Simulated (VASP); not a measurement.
# Cd (P6_3/mmc) in VASP: single point with PBE

Aim: the single point of Cd with PBE.

Everything below comes from runs of VASP 6.6.1. Logs are shortened: lines on timing, memory, paths and dates and some standing lists are left out, and cuts for length are marked.

## 1. The cell of the first run

It takes space group P6_3/mmc (No. 194, hexagonal). The conventional cell has a = 2.979 Å, b = 2.979 Å, c = 5.618 Å, α = 90.00°, β = 90.00°, γ = 120.00°. Cd (site symmetry -6m2) has 12 Cd at 2.98 to 3.29 Å within 3.9 Å.

## 2. Single point, PBE

Input file INCAR:

```
SYSTEM = Cd
ALGO = Normal
EDIFF = 1E-7
ENCUT = 520
GGA = PE
ISIF = 2
ISMEAR = -1
LASPH = .TRUE.
LCHARG = .TRUE.
LELF = .TRUE.
LREAL = .FALSE.
LVHAR = .TRUE.
LWAVE = .FALSE.
NBANDS = 19
NELM = 80
PREC = Accurate
SIGMA = 0.05
```

Input file KPOINTS:

```
k-points
0
G
  13 13 6
  0 0 0
```

Input file POSCAR:

```
Cd
1.0
    2.9788725081      0.0000000000      0.0000000000
   -1.4894362540      2.5797792666      0.0000000000
    0.0000000000      0.0000000000      5.6176500000
Cd
2
Direct
    0.3333333333      0.6666666667      0.2500000000
    0.6666666667      0.3333333333      0.7500000000
```

Potentials or basis: VASP PAW PBE potentials, release 64 (Cd).

Run with:

```sh
$ cat potpaw_PBE.64/Cd/POTCAR > POTCAR
$ mpirun -np 1 vasp_std > vasp.out
```

OUTCAR:

```text
SYSTEM = Cd
   EDIFF = 1E-7
   ENCUT = 520
   GGA = PE
   ISIF = 2
   ISMEAR = -1
   LASPH = .TRUE.
   LREAL = .FALSE.
   NELM = 80
   PREC = Accurate

 ion  position               nearest neighbor table
   1  0.333  0.667  0.250-   2 3.29   2 3.29   2 3.29   2 3.29   2 3.29   2 3.29
   2  0.667  0.333  0.750-   1 3.29   1 3.29   1 3.29   1 3.29   1 3.29   1 3.29

  LATTYP: Found a hexagonal cell.
 ALAT       =     2.9788725081
 C/A-ratio  =     1.8858309594

  Lattice vectors:

 A1 = (   2.9788725081,   0.0000000000,   0.0000000000)
 A2 = (  -1.4894362540,   2.5797792666,   0.0000000000)
 A3 = (   0.0000000000,   0.0000000000,   5.6176500000)

Analysis of symmetry for initial positions (statically):
=====================================================================
 Subroutine PRICEL returns:
 Original cell was already a primitive cell.

 Routine SETGRP: Setting up the symmetry group for a
 hexagonal supercell.

 Subroutine GETGRP returns: Found 24 space group operations
 (whereof 12 operations were pure point group operations)
 out of a pool of 24 trial point group operations.

The static configuration has the point symmetry D_3d.
 The point group associated with its full space group is D_6h.

Analysis of symmetry for dynamics (positions and initial velocities):
=====================================================================
 Subroutine PRICEL returns:
 Original cell was already a primitive cell.

 Routine SETGRP: Setting up the symmetry group for a
 hexagonal supercell.

 Subroutine GETGRP returns: Found 24 space group operations
 (whereof 12 operations were pure point group operations)
 out of a pool of 24 trial point group operations.

The dynamic configuration has the point symmetry D_3d.
 The point group associated with its full space group is D_6h.

 Subroutine INISYM returns: Found 24 space group operations
 (whereof 12 operations are pure point group operations),
 and found     1 'primitive' translations

----------------------------------------------------------------------------------------

                                     Primitive cell

  volume of cell :      43.1707

  direct lattice vectors                    reciprocal lattice vectors
     2.978872508  0.000000000  0.000000000     0.335697482  0.193815032  0.000000000
    -1.489436254  2.579779267  0.000000000     0.000000000  0.387630063  0.000000000
     0.000000000  0.000000000  5.617650000     0.000000000  0.000000000  0.178010378

  length of vectors
     2.978872508  2.978872508  5.617650000     0.387630063  0.387630063  0.178010378

  position of ions in fractional coordinates (direct lattice)
     0.333333333  0.666666667  0.250000000
     0.666666667  0.333333333  0.750000000

  ion indices of the primitive-cell ions
   primitive index   ion index
                 1           1
                 2           2

----------------------------------------------------------------------------------------

 KPOINTS: k-points

Automatic generation of k-mesh.
 Grid dimensions read from file:
 generate k-points for:   13   13    6

 Generating k-lattice:

  Cartesian coordinates                     Fractional coordinates (reciprocal lattice)
     0.025822883  0.014908849  0.000000000     0.076923077  0.000000000  0.000000000
     0.000000000  0.029817697  0.000000000     0.000000000  0.076923077  0.000000000
     0.000000000  0.000000000  0.029668396     0.000000000  0.000000000  0.166666667

  Length of vectors
     0.029817697  0.029817697  0.029668396

  Shift w.r.t. Gamma in fractional coordinates (k-lattice)
     0.000000000  0.000000000  0.000000000

 Subroutine IBZKPT returns following result:
 ===========================================

 Found     84 irreducible k-points:

 Following reciprocal coordinates:
            Coordinates               Weight
  0.000000  0.000000  0.000000      1.000000
  0.076923 -0.000000  0.000000      6.000000
  0.153846 -0.000000  0.000000      6.000000
  0.230769 -0.000000  0.000000      6.000000
  0.307692 -0.000000  0.000000      6.000000
  0.384615  0.000000  0.000000      6.000000
[... 16 lines left out ...]
  0.076923 -0.000000  0.166667     12.000000
  0.153846 -0.000000  0.166667     12.000000
 [... further k-points ...]
   k-points           NKPTS =     84   k-points in BZ     NKDIM =     84   number of bands    NBANDS=     19
   number of dos      NEDOS =    301   number of ions     NIONS =      2
   total plane-waves  NPLWV =  24192
   dimension x,y,z NGX =    24 NGY =   24 NGZ =   42
   dimension x,y,z NGXF=    48 NGYF=   48 NGZF=   84
   ions per type =               2
   NGX,Y,Z   is equivalent  to a cutoff of  13.39, 13.39, 12.43 a.u.
   NGXF,Y,Z  is equivalent  to a cutoff of  26.79, 26.79, 24.86 a.u.
 SYSTEM =  Cd
   PREC   = accura    normal or accurate (medium, high low for compatibility)
   ISTART =      0    job   : 0-new  1-cont  2-samecut
   ICHARG =      2    charge: 1-file 2-atom 10-const
   ISPIN  =      1    spin polarized calculation?
   LNONCOLLINEAR =      F non collinear calculations
   LSORBIT =      F    spin-orbit coupling
   LASPH  =      T    aspherical Exc in radial PAW
   ENCUT  =  520.0 eV  38.22 Ry    6.18 a.u.   5.54  5.54 10.45*2*pi/ulx,y,z
   NELM   =     80;   NELMIN=  2; NELMDL= -5     # of ELM steps
   EDIFF  = 0.1E-06   stopping-criterion for ELM
   LREAL  =      F    real-space projection
   EDIFFG = 0.1E-05   stopping-criterion for IOM
   NSW    =      0    number of steps for IOM
   IBRION =     -1    ionic relax: 0-MD 1-quasi-New 2-CG
   NFREE  =      0    steps in history (QN), initial steepest desc. (CG)
   ISIF   =      2    stress and relaxation
   ISYM   =      2    0-nonsym 1-usesym 2-fastsym
   POTIM  = 0.5000    time-step for ionic-motion
   TEBEG  =    0.0;   TEEND  =   0.0 temperature during run
   PSTRESS=    0.0 pullay stress
   NELECT =      24.0000    total number of electrons
   NUPDOWN=      -1.0000    fix difference up-down
   EMIN   =  10.00;   EMAX   =-10.00  energy-range for DOS
   EFERMI =   0.00;   METHOD = LEGACY
   ISMEAR =    -1;   SIGMA  =   0.05  broadening in eV -4-tet -1-fermi 0-gaus
   EFERMI_NEDOS =   21; number of points for ismear=-14 and -15
   IALGO  =     38    algorithm
   IMIX   =      4    mixing-type and parameters
     AMIX     =   0.40;   BMIX     =  1.00
     AMIX_MAG =   1.60;   BMIX_MAG =  1.00
  volume/ion in A,a.u.               =      21.59       145.67
  Fermi-wavevector in a.u.,A,eV,Ry     =   1.346115  2.543789 24.654109  1.812026
  Thomas-Fermi vector in A             =   2.473973
   LORBIT       =      0    0 simple, 1 ext, 2 COOP (PROOUT), +10 PAW based schemes
   GGA     = PE    functional components
[... 5 lines left out ...]
 non-spin polarized calculation
  energy-cutoff  :      520.00
  volume of cell :       43.17
 maximum number of plane-waves:      1191
 NGX is ok and might be reduce to    24
   NGX = 11   NGY = 11   NGZ = 21

 number of electron      23.9999993 magnetization

 Free energy of the ion-electron system (eV)
  ---------------------------------------------------
  ext. energy  EPLUGINS =         0.00000000
  ---------------------------------------------------
  free energy    TOTEN  =        -1.47952076 eV

  energy without entropy =       -1.47561065  energy(sigma->0) =       -1.47756570

 E-fermi :   2.9920     XC(G=0): -11.0338

 val. band max:        2.9047292350   @ k =   0.3846   0.2308   0.5000
 cond. band min:       2.9941261590   @ k =   0.3077  -0.0000   0.0000
 fundamental gap:      0.0893969240
 Fermi energy:         2.9919680585

 k-point     1 :       0.0000    0.0000    0.0000
  band No.  band energies     occupation
      1      -6.9180      2.00000
      2      -6.6517      2.00000
      3      -6.2875      2.00000
      4      -6.2875      2.00000
      5      -6.2364      2.00000
      6      -6.2364      2.00000
[... 11 lines left out ...]
     18      17.8632      0.00000
     19      18.7068      0.00000

 k-point     2 :       0.0769   -0.0000    0.0000
  band No.  band energies     occupation
      1      -6.8574      2.00000
      2      -6.5968      2.00000
      3      -6.3090      2.00000
      4      -6.2576      2.00000
      5      -6.2329      2.00000
      6      -6.1838      2.00000
[... 11 lines left out ...]
     18      17.8315      0.00000
     19      19.1513      0.00000

 k-point     3 :       0.1538   -0.0000    0.0000
  band No.  band energies     occupation
      1      -6.7395      2.00000
      2      -6.5064      2.00000
      3      -6.3708      2.00000
      4      -6.2505      2.00000
      5      -6.0787      2.00000
      6      -6.0353      2.00000
[... 11 lines left out ...]
     18      17.0941      0.00000
     19      17.4561      0.00000

 k-point     4 :       0.2308   -0.0000    0.0000
  band No.  band energies     occupation
      1      -6.7594      2.00000
      2      -6.5337      2.00000
      3      -6.3158      2.00000
      4      -6.1902      2.00000
      5      -6.0998      2.00000
      6      -5.9185      2.00000
[... 11 lines left out ...]
     18      15.7922      0.00000
     19      16.3301      0.00000

 k-point     5 :       0.3077   -0.0000    0.0000
  band No.  band energies     occupation
      1      -6.8773      2.00000
      2      -6.6709      2.00000
      3      -6.4246      2.00000
      4      -6.1478      2.00000
      5      -6.0555      2.00000
      6      -5.9629      2.00000
[... 11 lines left out ...]
     18      16.0138      0.00000
     19      16.7750      0.00000
[... 334 lines left out ...]
      2      -6.3374      2.00000
      3      -6.3104      2.00000
      4      -6.2343      2.00000
      5      -6.1783      2.00000
      6      -6.0476      2.00000
[... 11 lines left out ...]
     18       9.1033      0.00000
     19      10.9061      0.00000

 k-point    22 :       0.0000    0.0000    0.1667
  band No.  band energies     occupation
      1      -6.9004      2.00000
      2      -6.6698      2.00000
      3      -6.2888      2.00000
      4      -6.2888      2.00000
      5      -6.2436      2.00000
      6      -6.2436      2.00000
[... 11 lines left out ...]
     18      18.5177      0.00000
     19      19.4708      0.00000

 k-point    23 :       0.0769   -0.0000    0.1667
  band No.  band energies     occupation
      1      -6.8397      2.00000
      2      -6.6128      2.00000
      3      -6.3108      2.00000
      4      -6.2653      2.00000
      5      -6.2349      2.00000
      6      -6.1911      2.00000
[... 11 lines left out ...]
     18      18.5151      0.00000
     19      19.1742      0.00000

 k-point    24 :       0.1538   -0.0000    0.1667
  band No.  band energies     occupation
      1      -6.7229      2.00000
      2      -6.5172      2.00000
      3      -6.3676      2.00000
      4      -6.2752      2.00000
      5      -6.0838      2.00000
      6      -6.0435      2.00000
[... 11 lines left out ...]
     18      16.8389      0.00000
     19      18.7481      0.00000

 [... further k-points ...]
[... 5 lines left out ...]
  --------------------------------------------------------------------------------------
  -------------------------------------------------------------------------------------
  Total        0.9844371      0.9844371      0.5764710      0.0000000      0.0000000      0.0000000
  in kB       36.5350240     36.5350240     21.3943408      0.0000000      0.0000000      0.0000000
  external PRESSURE =      31.4881296 kB  Pullay stress =       0.0000000 kB

 VOLUME and BASIS-vectors are now :
 -----------------------------------------------------------------------------
  energy-cutoff  :      520.00
  volume of cell :       43.17
      direct lattice vectors                 reciprocal lattice vectors
     2.978872508  0.000000000  0.000000000     0.335697482  0.193815032  0.000000000
    -1.489436254  2.579779267  0.000000000     0.000000000  0.387630063  0.000000000
     0.000000000  0.000000000  5.617650000     0.000000000  0.000000000  0.178010378

 POSITION                                       TOTAL-FORCE (eV/Angst)
 -----------------------------------------------------------------------------------
     -0.00000      1.71985      1.40441         0.000000     -0.000000      0.000000
      1.48944      0.85993      4.21324        -0.000000      0.000000      0.000000
 -----------------------------------------------------------------------------------
    total drift:                                0.000000     -0.000000      0.000000

  FREE ENERGIE OF THE ION-ELECTRON SYSTEM (eV)
  ---------------------------------------------------
  free  energy   TOTEN  =        -1.4795207596 eV

  energy  without entropy=       -1.4756106460  energy(sigma->0) =       -1.47756570
```

Wall time 56 s (1 thread of Intel Xeon Platinum 8488C (Sapphire Rapids), shared host); peak memory 0.19 GiB.

What came out:

* Free energy: -1.4795 eV
* Pressure: 3.1 GPa
* Band gap on the k mesh: zero (band 12 reaches 4.07 eV, above the bottom of band 13 at -0.05 eV)

Stress tensor (GPa, compression positive):
```
3.65 0.00 0.00
0.00 3.65 0.00
0.00 0.00 2.14
```
